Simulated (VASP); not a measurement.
# Pd (Im-3m) in VASP: notebook

Runs on Pd. Level: BLYP. Tasks: single point.

Program: VASP 6.6.1. These are calculated values, not measurements. Logs are shortened: lines on timing, memory, paths and dates and some standing lists are left out, and cuts for length are marked.

### 1 The cell of the first run

Symmetry: Im-3m, No. 229, cubic system. Conventional cell: a = 3.248 Å, b = 3.248 Å, c = 3.248 Å, α = 90.00°, β = 90.00°, γ = 90.00°. Pd (site symmetry m-3m) has 14 Pd at 2.81 to 3.25 Å within 3.7 Å.

### 2 Single point, BLYP, collinear spin, ferromagnetic start (volume scaled by 1.04)

The input, INCAR:

```
PREC     = Accurate       # precision mode
ENCUT    = 520            # plane-wave cutoff, eV
EDIFF    = 1E-7           # SCF threshold, eV
ISMEAR   = -1             # smearing method
SIGMA    = 0.05           # smearing width, eV
LREAL    = False          # projectors in reciprocal space
LASPH    = True           # aspherical terms in the spheres
NELM     = 150            # most SCF steps
ALGO     = Normal         # electronic algorithm
ISIF     = 2              # what is computed and relaxed
LWAVE    = False          # write WAVECAR
LCHARG   = False          # write CHGCAR
ISPIN    = 2              # spin polarisation
MAGMOM   = 0.5            # initial moments
LORBIT   = 11             # projections on sites
LMAXMIX  = 4              # l up to which the mixer works
GGA      = B5             # functional
ALDAX    = 1.0          
AGGAX    = 1.0          
AGGAC    = 1.0          
ALDAC    = 0.0          
NBANDS   = 15             # bands
```

The input, KPOINTS:

```
regular mesh
0
Gamma
  16 16 16
```

The input, POSCAR:

```
Pd
1.0
   -1.6238584357      1.6238584357      1.6238584357
    1.6238584357     -1.6238584357      1.6238584357
    1.6238584357      1.6238584357     -1.6238584357
Pd
1
Direct
    0.0000000000      0.0000000000      0.0000000000
```

Potentials or basis: VASP PAW PBE potentials, release 64 (Pd).

On the command line:

```
$ cat potpaw_PBE.64/Pd/POTCAR > POTCAR
$ mpirun -np 1 vasp_std > vasp.out
```

OUTCAR:

```text
PREC = Accurate
   ENCUT = 520
   EDIFF = 1E-7
   ISMEAR = -1
   LREAL = False
   LASPH = True
   NELM = 150
   ISIF = 2
   ISPIN = 2
   LORBIT = 11
   GGA = B5

 ion  position               nearest neighbor table
   1  0.000  0.000  0.000-

  LATTYP: Found a body centered cubic cell.
 ALAT       =     3.2477168714

  Lattice vectors:

 A1 = (  -1.6238584357,   1.6238584357,   1.6238584357)
 A2 = (   1.6238584357,  -1.6238584357,   1.6238584357)
 A3 = (   1.6238584357,   1.6238584357,  -1.6238584357)

Analysis of symmetry for initial positions (statically):
=====================================================================
 Subroutine PRICEL returns:
 Original cell was already a primitive cell.

 Routine SETGRP: Setting up the symmetry group for a
 body centered cubic supercell.

 Subroutine GETGRP returns: Found 48 space group operations
 (whereof 48 operations were pure point group operations)
 out of a pool of 48 trial point group operations.

The static configuration has the point symmetry O_h .

Analysis of symmetry for dynamics (positions and initial velocities):
=====================================================================
 Subroutine PRICEL returns:
 Original cell was already a primitive cell.

 Routine SETGRP: Setting up the symmetry group for a
 body centered cubic supercell.

 Subroutine GETGRP returns: Found 48 space group operations
 (whereof 48 operations were pure point group operations)
 out of a pool of 48 trial point group operations.

The dynamic configuration has the point symmetry O_h .

Analysis of structural, dynamic, and magnetic symmetry:
=====================================================================
 Subroutine PRICEL returns:
 Original cell was already a primitive cell.

 Routine SETGRP: Setting up the symmetry group for a
 body centered cubic supercell.

 Subroutine GETGRP returns: Found 48 space group operations
 (whereof 48 operations were pure point group operations)
 out of a pool of 48 trial point group operations.

The overall configuration has the point symmetry O_h .

 Subroutine INISYM returns: Found 48 space group operations
 (whereof 48 operations are pure point group operations),
 and found     1 'primitive' translations

----------------------------------------------------------------------------------------

                                     Primitive cell

  volume of cell :      17.1279

  direct lattice vectors                    reciprocal lattice vectors
    -1.623858436  1.623858436  1.623858436     0.000000000  0.307908614  0.307908614
     1.623858436 -1.623858436  1.623858436     0.307908614  0.000000000  0.307908614
     1.623858436  1.623858436 -1.623858436     0.307908614  0.307908614  0.000000000

  length of vectors
     2.812605315  2.812605315  2.812605315     0.435448538  0.435448538  0.435448538

  position of ions in fractional coordinates (direct lattice)
     0.000000000  0.000000000  0.000000000

  ion indices of the primitive-cell ions
   primitive index   ion index
                 1           1

----------------------------------------------------------------------------------------

 KPOINTS: regular mesh

Automatic generation of k-mesh.
 Grid dimensions read from file:
 generate k-points for:   16   16   16

 Generating k-lattice:

  Cartesian coordinates                     Fractional coordinates (reciprocal lattice)
     0.000000000  0.019244288  0.019244288     0.062500000  0.000000000  0.000000000
     0.019244288  0.000000000  0.019244288     0.000000000  0.062500000  0.000000000
     0.019244288  0.019244288  0.000000000     0.000000000  0.000000000  0.062500000

  Length of vectors
     0.027215534  0.027215534  0.027215534

  Shift w.r.t. Gamma in fractional coordinates (k-lattice)
     0.000000000  0.000000000  0.000000000

 Subroutine IBZKPT returns following result:
 ===========================================

 Found    145 irreducible k-points:

 Following reciprocal coordinates:
            Coordinates               Weight
  0.000000  0.000000  0.000000      1.000000
  0.062500  0.000000  0.000000     12.000000
  0.125000  0.000000  0.000000     12.000000
  0.187500  0.000000  0.000000     12.000000
  0.250000  0.000000  0.000000     12.000000
  0.312500  0.000000  0.000000     12.000000
[... 16 lines left out ...]
  0.187500  0.187500  0.000000     24.000000
  0.250000  0.187500  0.000000     48.000000
 [... further k-points ...]
   k-points           NKPTS =    145   k-points in BZ     NKDIM =    145   number of bands    NBANDS=     15
   number of dos      NEDOS =    301   number of ions     NIONS =      1
   total plane-waves  NPLWV =  13824
   dimension x,y,z NGX =    24 NGY =   24 NGZ =   24
   dimension x,y,z NGXF=    48 NGYF=   48 NGZF=   48
   ions per type =               1
   NGX,Y,Z   is equivalent  to a cutoff of  14.19, 14.19, 14.19 a.u.
   NGXF,Y,Z  is equivalent  to a cutoff of  28.37, 28.37, 28.37 a.u.
 SYSTEM =  unknown system
   PREC   = accura    normal or accurate (medium, high low for compatibility)
   ISTART =      0    job   : 0-new  1-cont  2-samecut
   ICHARG =      2    charge: 1-file 2-atom 10-const
   ISPIN  =      2    spin polarized calculation?
   LNONCOLLINEAR =      F non collinear calculations
   LSORBIT =      F    spin-orbit coupling
   LASPH  =      T    aspherical Exc in radial PAW
   ENCUT  =  520.0 eV  38.22 Ry    6.18 a.u.   5.23  5.23  5.23*2*pi/ulx,y,z
   NELM   =    150;   NELMIN=  2; NELMDL= -5     # of ELM steps
   EDIFF  = 0.1E-06   stopping-criterion for ELM
   LREAL  =      F    real-space projection
   EDIFFG = 0.1E-05   stopping-criterion for IOM
   NSW    =      0    number of steps for IOM
   IBRION =     -1    ionic relax: 0-MD 1-quasi-New 2-CG
   NFREE  =      0    steps in history (QN), initial steepest desc. (CG)
   ISIF   =      2    stress and relaxation
   ISYM   =      2    0-nonsym 1-usesym 2-fastsym
   POTIM  = 0.5000    time-step for ionic-motion
   TEBEG  =    0.0;   TEEND  =   0.0 temperature during run
   PSTRESS=    0.0 pullay stress
   NELECT =      10.0000    total number of electrons
   NUPDOWN=      -1.0000    fix difference up-down
   EMIN   =  10.00;   EMAX   =-10.00  energy-range for DOS
   EFERMI =   0.00;   METHOD = LEGACY
   ISMEAR =    -1;   SIGMA  =   0.05  broadening in eV -4-tet -1-fermi 0-gaus
   EFERMI_NEDOS =   21; number of points for ismear=-14 and -15
   IALGO  =     38    algorithm
   IMIX   =      4    mixing-type and parameters
     AMIX     =   0.40;   BMIX     =  1.00
     AMIX_MAG =   1.60;   BMIX_MAG =  1.00
  volume/ion in A,a.u.               =      17.13       115.58
  Fermi-wavevector in a.u.,A,eV,Ry     =   1.368275  2.585664 25.472501  1.872176
  Thomas-Fermi vector in A             =   2.494253
   LORBIT       =     11    0 simple, 1 ext, 2 COOP (PROOUT), +10 PAW based schemes
   GGA     = B5    functional components
   LHFCALC =     F    Hartree Fock is set to
   AEXX    =    0.0000 exact exchange contribution
   IVDW    =     0    specifies the selected vdW correction
   LEPSILON=     F    determine dielectric tensor
   LRPA    =     F    only Hartree local field effects (RPA)
 spin polarized calculation
  energy-cutoff  :      520.00
  volume of cell :       17.13
 maximum number of plane-waves:       474
 NGX is ok and might be reduce to    24
   NGX = 11   NGY = 11   NGZ = 11

 number of electron      10.0000002 magnetization       0.0000377

 number of electron      10.0000002 magnetization      -0.0001646

 Free energy of the ion-electron system (eV)
  ---------------------------------------------------
  ext. energy  EPLUGINS =         0.00000000
  ---------------------------------------------------
  free energy    TOTEN  =        -4.34506011 eV

  energy without entropy =       -4.33277461  energy(sigma->0) =       -4.33891736

 E-fermi :   7.9797     XC(G=0): -11.6608

 val. band max:        7.9651269412   @ k =  -0.3750   0.4375   0.1250
 cond. band min:       7.9872922323   @ k =   0.5000   0.5000   0.4375
 fundamental gap:      0.0221652911
 Fermi energy:         7.9797114182

 spin component 1

 k-point     1 :       0.0000    0.0000    0.0000
  band No.  band energies     occupation
      1       2.0500      1.00000
      2       5.6056      1.00000
      3       5.6056      1.00000
      4       5.6056      1.00000
      5       7.1977      1.00000
      6       7.1977      1.00000
      7      27.2283      0.00000
      8      27.2283      0.00000
      9      27.2283      0.00000
     10      34.2826      0.00000
     11      34.2826      0.00000
     12      34.2826      0.00000
     13      34.3837      0.00000
     14      34.3837      0.00000
     15      34.5619      0.00000
[... 397 lines left out ...]
 k-point    24 :       0.2500    0.1875    0.0000
  band No.  band energies     occupation
      1       4.3937      1.00000
      2       5.0438      1.00000
      3       5.8323      1.00000
      4       6.9275      1.00000
      5       7.4522      0.99997
      6       9.4309      0.00000
      7      19.0748      0.00000
      8      20.8303      0.00000
      9      24.9255      0.00000
     10      29.5939      0.00000
     11      32.9285      0.00000
     12      34.5936      0.00000
     13      35.4846      0.00000
     14      38.0757      0.00000
     15      38.8936      0.00000

 [... further k-points ...]

 spin component 2

 k-point     1 :       0.0000    0.0000    0.0000
  band No.  band energies     occupation
      1       2.0499      1.00000
      2       5.6056      1.00000
      3       5.6056      1.00000
      4       5.6056      1.00000
      5       7.1976      1.00000
      6       7.1976      1.00000
      7      27.2282      0.00000
      8      27.2282      0.00000
      9      27.2282      0.00000
     10      34.2825      0.00000
     11      34.2825      0.00000
     12      34.2825      0.00000
     13      34.3837      0.00000
     14      34.3837      0.00000
     15      34.5618      0.00000
[... 397 lines left out ...]
 k-point    24 :       0.2500    0.1875    0.0000
  band No.  band energies     occupation
      1       4.3937      1.00000
      2       5.0438      1.00000
      3       5.8323      1.00000
      4       6.9274      1.00000
      5       7.4522      0.99997
      6       9.4309      0.00000
      7      19.0748      0.00000
      8      20.8303      0.00000
      9      24.9255      0.00000
     10      29.5939      0.00000
     11      32.9284      0.00000
     12      34.5934      0.00000
     13      35.4846      0.00000
     14      38.0757      0.00000
     15      38.8935      0.00000

 [... further k-points ...]
[... 5 lines left out ...]
  --------------------------------------------------------------------------------------
  -------------------------------------------------------------------------------------
  Total       -0.4656889     -0.4656889     -0.4656889      0.0000000     -0.0000000      0.0000000
  in kB      -43.5614162    -43.5614162    -43.5614162      0.0000000     -0.0000000      0.0000000
  external PRESSURE =     -43.5614162 kB  Pullay stress =       0.0000000 kB

 VOLUME and BASIS-vectors are now :
 -----------------------------------------------------------------------------
  energy-cutoff  :      520.00
  volume of cell :       17.13
      direct lattice vectors                 reciprocal lattice vectors
    -1.623858436  1.623858436  1.623858436     0.000000000  0.307908614  0.307908614
     1.623858436 -1.623858436  1.623858436     0.307908614  0.000000000  0.307908614
     1.623858436  1.623858436 -1.623858436     0.307908614  0.307908614  0.000000000

 POSITION                                       TOTAL-FORCE (eV/Angst)
 -----------------------------------------------------------------------------------
      0.00000      0.00000      0.00000         0.000000     -0.000000      0.000000
 -----------------------------------------------------------------------------------
    total drift:                               -0.000000      0.000000      0.000000

  FREE ENERGIE OF THE ION-ELECTRON SYSTEM (eV)
  ---------------------------------------------------
  free  energy   TOTEN  =        -4.3450601072 eV

  energy  without entropy=       -4.3327746080  energy(sigma->0) =       -4.33891736

 total charge

# of ion       s       p       d       tot
------------------------------------------
    1        0.410   0.320   8.501   9.231

 magnetization (x)

# of ion       s       p       d       tot
------------------------------------------
    1       -0.000  -0.000  -0.000  -0.000
```

Wall time 45 s (1 thread of AMD EPYC 9R45 (Zen 5), shared host); peak memory 0.15 GiB.

What came out:

```yaml
Free_energy: -4.3451 eV
Pressure: -4.4 GPa
Band_gap_on_the_k_mesh: zero (filled and empty bands overlap)
Net_moment: 0.00 μB per cell
Valence_electrons_inside_the_program's_atomic_spheres: Pd 9.23
```

Levels at points of the mesh, in eV from the Fermi level:
Spin up:
| k point | band 2 | band 3 | band 4 | band 5 | band 6 | band 7 | band 8 | band 9 |
| --- | --- | --- | --- | --- | --- | --- | --- | --- |
| (0.00, 0.00, 0.00) | -2.37 | -2.37 | -2.37 | -0.78 | -0.78 | 19.25 | 19.25 | 19.25 |
| (0.50, 0.00, 0.00) | -3.31 | -0.86 | -0.62 | 0.45 | 1.87 | 6.79 | 14.93 | 16.32 |
| (0.50, 0.50, 0.50) | -4.10 | 0.15 | 0.15 | 0.15 | 8.77 | 8.77 | 8.77 | 15.15 |
Spin down:
```csv
k point,band 2,band 3,band 4,band 5,band 6,band 7,band 8,band 9
"(0.00, 0.00, 0.00)",-2.37,-2.37,-2.37,-0.78,-0.78,19.25,19.25,19.25
"(0.50, 0.00, 0.00)",-3.31,-0.86,-0.62,0.45,1.87,6.79,14.93,16.32
"(0.50, 0.50, 0.50)",-4.10,0.15,0.15,0.15,8.77,8.77,8.77,15.15
```

Caveat: the PAW data sets were made with another functional, which shifts forces and pressure a little.

(Part 1 of 3 ends here.)
